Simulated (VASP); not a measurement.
# Ga4TeAs (F-43m) in VASP: a series of runs

The runs below take Ga4TeAs through single point, with PBE.

Program: VASP 6.6.1. These are calculated values, not measurements. Logs are shortened: lines on timing, memory, paths and dates and some standing lists are left out, and cuts for length are marked.

## (1) The cell of the first run

The structure is cubic, space group F-43m (No. 216). Conventional cell: a = 7.872 Å, b = 7.872 Å, c = 7.872 Å, α = 90.00°, β = 90.00°, γ = 90.00°. Ga (site symmetry 3m) has 6 Ga at 2.76 to 2.80 Å and 3 Te at 3.26 Å and 3 As at 3.27 Å within 3.6 Å. Te (site symmetry -43m) has 12 Ga at 3.26 Å and 4 As at 3.41 Å within 4.3 Å. Within 4.3 Å of As (site symmetry -43m) lie 12 Ga at 3.27 Å and 4 Te at 3.41 Å.

## (2) Single point, PBE

File INCAR:

```
SYSTEM = Ga4TeAs
ALGO = Fast
EDIFF = 1E-6
ENCUT = 520
GGA = PE
ISIF = 2
ISMEAR = 0
LASPH = .TRUE.
LCHARG = .FALSE.
LREAL = .FALSE.
LWAVE = .FALSE.
NBANDS = 40
NELM = 100
PREC = Accurate
SIGMA = 0.1
```

File KPOINTS:

```
k-points
0
G
  4 4 4
  0 0 0
```

File POSCAR:

```
Ga4TeAs
1.0
    0.0000000000      3.9362329900      3.9362329900
    3.9362329900      0.0000000000      3.9362329900
    3.9362329900      3.9362329900      0.0000000000
Ga Te As
4 1 1
Direct
    0.8776099700      0.3741300100      0.3741300100
    0.3741300100      0.3741300100      0.3741300100
    0.3741300100      0.8776099700      0.3741300100
    0.3741300100      0.3741300100      0.8776099700
    0.0000000000      0.0000000000      0.0000000000
    0.7500000000      0.7500000000      0.7500000000
```

Potentials or basis: VASP PAW PBE potentials, release 64 (Ga_d, Te, As).

Launch:

```sh
> cat potpaw_PBE.64/Ga_d/POTCAR potpaw_PBE.64/Te/POTCAR potpaw_PBE.64/As/POTCAR > POTCAR
> mpirun -np 1 vasp_std > vasp.out
```

OUTCAR:

```text
SYSTEM = Ga4TeAs
   EDIFF = 1E-6
   ENCUT = 520
   GGA = PE
   ISIF = 2
   ISMEAR = 0
   LASPH = .TRUE.
   LREAL = .FALSE.
   NELM = 100
   PREC = Accurate

 ion  position               nearest neighbor table
   1  0.878  0.374  0.374-   2 2.76   3 2.76   4 2.76   3 2.80   4 2.80   2 2.80   5 3.26   5 3.26
                             5 3.26
   2  0.374  0.374  0.374-   1 2.76   3 2.76   4 2.76   1 2.80   3 2.80   4 2.80   5 3.26   5 3.26
                             5 3.26
   3  0.374  0.878  0.374-   1 2.76   2 2.76   4 2.76   1 2.80   4 2.80   2 2.80   5 3.26   5 3.26
                             5 3.26
   4  0.374  0.374  0.878-   1 2.76   2 2.76   3 2.76   3 2.80   1 2.80   2 2.80   5 3.26   5 3.26
                             5 3.26
   5  0.000  0.000  0.000-   1 3.26   3 3.26   1 3.26   4 3.26   3 3.26   4 3.26   2 3.26   2 3.26
                             2 3.26   1 3.26   3 3.26   4 3.26
   6  0.750  0.750  0.750-

  LATTYP: Found a face centered cubic cell.
 ALAT       =     7.8724659800

  Lattice vectors:

 A1 = (   0.0000000000,   3.9362329900,   3.9362329900)
 A2 = (   3.9362329900,   0.0000000000,   3.9362329900)
 A3 = (   3.9362329900,   3.9362329900,   0.0000000000)

Analysis of symmetry for initial positions (statically):
=====================================================================
 Subroutine PRICEL returns:
 Original cell was already a primitive cell.

 Routine SETGRP: Setting up the symmetry group for a
 face centered cubic supercell.

 Subroutine GETGRP returns: Found 24 space group operations
 (whereof 24 operations were pure point group operations)
 out of a pool of 48 trial point group operations.

The static configuration has the point symmetry T_d .

Analysis of symmetry for dynamics (positions and initial velocities):
=====================================================================
 Subroutine PRICEL returns:
 Original cell was already a primitive cell.

 Routine SETGRP: Setting up the symmetry group for a
 face centered cubic supercell.

 Subroutine GETGRP returns: Found 24 space group operations
 (whereof 24 operations were pure point group operations)
 out of a pool of 48 trial point group operations.

The dynamic configuration has the point symmetry T_d .

 Subroutine INISYM returns: Found 24 space group operations
 (whereof 24 operations are pure point group operations),
 and found     1 'primitive' translations

[... 86 lines left out ...]
   LREAL  =      F    real-space projection
   EDIFFG = 0.1E-04   stopping-criterion for IOM
   NSW    =      0    number of steps for IOM
   IBRION =     -1    ionic relax: 0-MD 1-quasi-New 2-CG
   NFREE  =      0    steps in history (QN), initial steepest desc. (CG)
   ISIF   =      2    stress and relaxation
   ISYM   =      2    0-nonsym 1-usesym 2-fastsym
   POTIM  = 0.5000    time-step for ionic-motion
   TEBEG  =    0.0;   TEEND  =   0.0 temperature during run
   PSTRESS=    0.0 pullay stress
   NELECT =      63.0000    total number of electrons
   NUPDOWN=      -1.0000    fix difference up-down
   EMIN   =  10.00;   EMAX   =-10.00  energy-range for DOS
   EFERMI =   0.00;   METHOD = LEGACY
   ISMEAR =     0;   SIGMA  =   0.10  broadening in eV -4-tet -1-fermi 0-gaus
   EFERMI_NEDOS =   21; number of points for ismear=-14 and -15
   IALGO  =     68    algorithm
   IMIX   =      4    mixing-type and parameters
     AMIX     =   0.40;   BMIX     =  1.00
     AMIX_MAG =   1.60;   BMIX_MAG =  1.00
  volume/ion in A,a.u.               =      20.33       137.19
  Fermi-wavevector in a.u.,A,eV,Ry     =   1.313502  2.482160 23.473977  1.725289
  Thomas-Fermi vector in A             =   2.443821
   LORBIT       =      0    0 simple, 1 ext, 2 COOP (PROOUT), +10 PAW based schemes
   GGA     = PE    functional components
   LHFCALC =     F    Hartree Fock is set to
   AEXX    =    0.0000 exact exchange contribution
   IVDW    =     0    specifies the selected vdW correction
   LEPSILON=     F    determine dielectric tensor
   LRPA    =     F    only Hartree local field effects (RPA)
 non-spin polarized calculation
 RMM-DIIS sequential band-by-band and
 Gauss-broadening in eV      SIGMA  =   0.10
  energy-cutoff  :      520.00
  volume of cell :      121.98
 maximum number of plane-waves:      3327
 NGX is ok and might be reduce to    42
   NGX = 21   NGY = 21   NGZ = 21

 number of electron      62.9999993 magnetization

 Free energy of the ion-electron system (eV)
  ---------------------------------------------------
  ext. energy  EPLUGINS =         0.00000000
  ---------------------------------------------------
  free energy    TOTEN  =       -18.04571894 eV

  energy without entropy =      -18.01771293  energy(sigma->0) =      -18.03171593

 E-fermi :   6.2139     XC(G=0): -10.7954

 val. band max:        6.1085199801   @ k =   0.5000   0.2500   0.0000
 cond. band min:       6.2412532269   @ k =   0.5000   0.2500   0.0000
 fundamental gap:      0.1327332468
 Fermi energy:         6.2139410087

 k-point     1 :       0.0000    0.0000    0.0000
  band No.  band energies     occupation
      1      -8.9598      2.00000
      2      -8.8078      2.00000
      3      -8.8078      2.00000
      4      -8.8078      2.00000
      5      -8.7838      2.00000
      6      -8.7838      2.00000
[... 333 lines left out ...]
     39      11.3430      0.00000
     40      11.3608      0.00000

------------------------ aborting loop because EDIFF is reached ----------------------------------------

  FORCE on cell =-STRESS in cart. coord.  units (eV):
  Direction    XX          YY          ZZ          XY          YZ          ZX
  --------------------------------------------------------------------------------------
  -------------------------------------------------------------------------------------
  Total        2.9286926      2.9286926      2.9286926     -0.0000000      0.0000000      0.0000000
  in kB       38.4690960     38.4690960     38.4690960     -0.0000000      0.0000000      0.0000000
  external PRESSURE =      38.4690960 kB  Pullay stress =       0.0000000 kB

 VOLUME and BASIS-vectors are now :
 -----------------------------------------------------------------------------
  energy-cutoff  :      520.00
  volume of cell :      121.98
      direct lattice vectors                 reciprocal lattice vectors
     0.000000000  3.936232990  3.936232990    -0.127025001  0.127025001  0.127025001
     3.936232990  0.000000000  3.936232990     0.127025001 -0.127025001  0.127025001
     3.936232990  3.936232990  0.000000000     0.127025001  0.127025001 -0.127025001

 POSITION                                       TOTAL-FORCE (eV/Angst)
 -----------------------------------------------------------------------------------
      2.94533      4.92714      4.92714         0.138748     -0.138748     -0.138748
      2.94533      2.94533      2.94533         0.138748      0.138748      0.138748
      4.92714      2.94533      4.92714        -0.138748      0.138748     -0.138748
      4.92714      4.92714      2.94533        -0.138748     -0.138748      0.138748
      0.00000      0.00000      0.00000        -0.000000     -0.000000     -0.000000
      5.90435      5.90435      5.90435        -0.000000     -0.000000     -0.000000
 -----------------------------------------------------------------------------------
    total drift:                                0.000001      0.000001      0.000001

  FREE ENERGIE OF THE ION-ELECTRON SYSTEM (eV)
  ---------------------------------------------------
  free  energy   TOTEN  =       -18.0457189357 eV

  energy  without entropy=      -18.0177129299  energy(sigma->0) =      -18.03171593
```

OSZICAR:

```text
N       E                     dE             d eps       ncg     rms          rms(c)
DAV:   1     0.525177400030E+03    0.52518E+03   -0.28575E+04   688   0.253E+03
DAV:   2     0.576759363256E+02   -0.46750E+03   -0.44853E+03   672   0.632E+02
DAV:   3    -0.146246768247E+02   -0.72301E+02   -0.69635E+02   752   0.168E+02
DAV:   4    -0.180983578864E+02   -0.34737E+01   -0.34263E+01   784   0.382E+01
DAV:   5    -0.181822996534E+02   -0.83942E-01   -0.83921E-01   864   0.620E+00    0.662E+00
RMM:   6    -0.180759774855E+02    0.10632E+00   -0.14953E-01   880   0.303E+00    0.410E+00
RMM:   7    -0.180472383377E+02    0.28739E-01   -0.95160E-02   876   0.209E+00    0.815E-01
RMM:   8    -0.180456192268E+02    0.16191E-02   -0.11108E-02   880   0.845E-01    0.266E-01
RMM:   9    -0.180457183317E+02   -0.99105E-04   -0.16247E-03   976   0.308E-01    0.166E-01
RMM:  10    -0.180457208204E+02   -0.24888E-05   -0.36679E-04  1067   0.127E-01    0.105E-01
RMM:  11    -0.180457178149E+02    0.30056E-05   -0.71724E-05   967   0.528E-02    0.200E-02
RMM:  12    -0.180457189634E+02   -0.11485E-05   -0.20497E-05   902   0.277E-02    0.448E-03
RMM:  13    -0.180457189357E+02    0.27694E-07   -0.65076E-06   725   0.176E-02
   1 F= -.18045719E+02 E0= -.18031716E+02  d E =-.280060E-01
```

stdout:

```text
POSCAR found type information on POSCAR GaTeAs
 POSCAR found :  3 types and       6 ions
 scaLAPACK will be used
 LDA part: xc-table for (Slater+PW92), standard interpolation
 POSCAR, INCAR and KPOINTS ok, starting setup
 FFT: planning ... GRIDC
 FFT: planning ... GRID_SOFT
 FFT: planning ... GRID
 WAVECAR not read
 entering main loop
```

It took 28 s on 1 thread of Intel Xeon 6975P-C (Granite Rapids), shared host; peak memory 0.27 GiB.

What came out:

| Property | Result |
| --- | --- |
| Free energy | -18.0457 eV |
| Pressure | 3.8 GPa |
| Largest force | 0.240 eV/Å |

Forces in eV/Å, atoms in the order of the input:
```
Ga   0.139 -0.139 -0.139
Ga   0.139  0.139  0.139
Ga  -0.139  0.139 -0.139
Ga  -0.139 -0.139  0.139
Te   0.000  0.000  0.000
As   0.000  0.000  0.000
```

Levels at points of the mesh, in eV from the Fermi level:
```tsv
k point	band 30	band 31	band 32	band 33	band 34	band 35
(0.00, 0.00, 0.00)	-3.52	-1.97	-1.97	-1.97	-0.24	-0.24
(0.50, 0.00, 0.00)	-1.11	-0.24	-0.24	1.15	1.15	1.54
(0.50, 0.50, 0.00)	-0.37	0.21	0.21	1.27	1.34	2.30
```

Caveat: spin-orbit coupling is left out, which moves the levels of the heavy elements.

## (3) Single point, PBE

This run uses another cell than the first one, of 21.90 Å³/atom, 1.077 times its volume.

File INCAR:

```
SYSTEM = Ga4TeAs
PREC = Accurate
ENCUT = 520
EDIFF = 1E-6
ISMEAR = 0
SIGMA = 0.1
LREAL = .False.
LASPH = .True.
NELM = 60
ALGO = Fast
ISIF = 2
LWAVE = .False.
LCHARG = .False.
GGA = PE
NBANDS = 40
```

File KPOINTS:

```
regular mesh
0
Gamma
  8 8 8
  0 0 0
```

File POSCAR:

```
Ga4TeAs
1.0
    0.0000000000      4.0352961303      4.0352961303
    4.0352961303      0.0000000000      4.0352961303
    4.0352961303      4.0352961303      0.0000000000
Ga Te As
4 1 1
Direct
    0.8741856887      0.3752714371      0.3752714371
    0.3752714371      0.3752714371      0.3752714371
    0.3752714371      0.8741856887      0.3752714371
    0.3752714371      0.3752714371      0.8741856887
    0.0000000000      0.0000000000      0.0000000000
    0.7500000000      0.7500000000      0.7500000000
```

Potentials or basis: VASP PAW PBE potentials, release 64 (Ga_d, Te, As).

Launch:

```sh
> cat potpaw_PBE.64/Ga_d/POTCAR potpaw_PBE.64/Te/POTCAR potpaw_PBE.64/As/POTCAR > POTCAR
> mpirun -np 1 vasp_std > vasp.out
```

It took 86 s on 1 thread of Intel Xeon 6975P-C (Granite Rapids), shared host; peak memory 0.34 GiB.

Results (log left out):

* Free energy: -18.1764 eV
* Pressure: 0.1 GPa

Levels at points of the mesh, in eV from the Fermi level:
```
           k point  band 29  band 30  band 31  band 32  band 33  band 34  band 35  band 36
(0.00, 0.00, 0.00)    -3.26    -3.26    -1.95    -1.95    -1.95    -0.08    -0.08     3.53
(0.50, 0.00, 0.00)    -2.14    -1.07    -0.31    -0.31     1.19     1.19     1.36     4.07
(0.50, 0.50, 0.00)    -0.58    -0.58     0.19     0.19     1.05     1.23     2.27     2.40
```

Caveat: spin-orbit coupling is left out, which moves the levels of the heavy elements.
